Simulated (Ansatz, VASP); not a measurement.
# C in VASP and in Ansatz

```
CELL_PARAMETERS angstrom
2.45617 0.00000 0.00000
-1.22809 2.12711 0.00000
0.00000 0.00000 8.52380
ATOMIC_POSITIONS crystal
C 0.33333 0.66667 0.00000
C 0.66667 0.33333 0.00000
```

Alike in both runs: task relaxation of cell and atoms; functional PBE; dispersion D3(BJ); k mesh 18 × 18 × 4; occupations gaussian, width 0.1 eV; no spin polarisation.

|  | VASP | Ansatz |
| --- | --- | --- |
| version | VASP 6.6.1 | Ansatz 0.2.0 |
| potentials or method | VASP PAW PBE potentials, release 64 (C_h), cutoff 910 eV | scalar-relativistic, plane waves, PAW |
| valence electrons in the cell | 8 | 8 |

VASP gave:

- gap on the k mesh at the Fermi level, each at its own relaxed structure (eV): none
- relaxed volume (Å³/atom): 21.92
- relaxed cell length with the largest relative difference (Å): 8.333

Task: Which values does Ansatz return?

Result: gap on the k mesh at the Fermi level, each at its own relaxed structure (eV): none; relaxed volume (Å³/atom): 22.13; relaxed cell length with the largest relative difference (Å): 8.402.

A gap of «none» marks a metal or a gap that the smearing closes.

Noted on VASP's run: the cutoff is short for stress, so the pressure is rough.
